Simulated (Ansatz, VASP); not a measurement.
## One calculation of Au, two programs

File INCAR:

```
  PREC = Accurate
  ENCUT = 520
  EDIFF = 1E-6
  ISMEAR = 0
  SIGMA = 0.15
  LREAL = F
  LASPH = T
  NELM = 100
  ALGO = Fast
  ISIF = 2
  LWAVE = F
  LCHARG = F
  GGA = PE
  NBANDS = 12
```

The input KPOINTS:

```
Automatic mesh
0
Gamma
  20 20 20
```

Contents of POSCAR:

```
Au
1.0
    0.0000000000      1.9841350000      1.9841350000
    1.9841350000      0.0000000000      1.9841350000
    1.9841350000      1.9841350000      0.0000000000
Au
1
Direct
    0.0000000000      0.0000000000      0.0000000000
```

Input for Ansatz:

```yaml
crystal:
  lattice:
    - [0.0, 1.984135, 1.984135]
    - [1.984135, 0.0, 1.984135]
    - [1.984135, 1.984135, 0.0]
  atoms:
    - { symbol: Au, position: [0.0, 0.0, 0.0] }
basis:
  ecutwfc: 420
kpoints:
  mp_grid: { grid: [20, 20, 20] }
hamiltonian:
  xc: pbe
scf:
  occupations: { method: gaussian, width: 0.15 }
output:
  forces: true
  stress: true
  eigenvalues: true
```

Change from the starting cell: strain -0.030 along x and y, -0.030 along z, atoms carried along.

Alike in both runs: task single point; functional PBE; k mesh 20 × 20 × 20; occupations gaussian, width 0.15 eV; no spin polarisation.

|  | VASP | Ansatz |
| --- | --- | --- |
| version | VASP 6.6.1 | Ansatz 0.2.0 |
| potentials or method | VASP PAW PBE potentials, release 64 (Au), cutoff 520 eV | scalar-relativistic, plane waves, PAW |
| valence electrons in the cell | 11 | 19 |

```csv
,VASP,Ansatz,Ansatz less VASP
gap on the k mesh at the Fermi level (eV),none,none,-
pressure (GPa),29.2,29.5,+0.35
```

A gap of «none» marks a metal or a gap that the smearing closes. Both programs put the cell under a high pressure, so it lies far from rest at this level. The functional is the same, so the differences come from potentials, cutoffs and numerics. VASP's potentials hold 11 valence electrons a cell and Ansatz's 19, so a difference there can come from the potentials and not from the codes.

Spin-orbit coupling is off throughout.
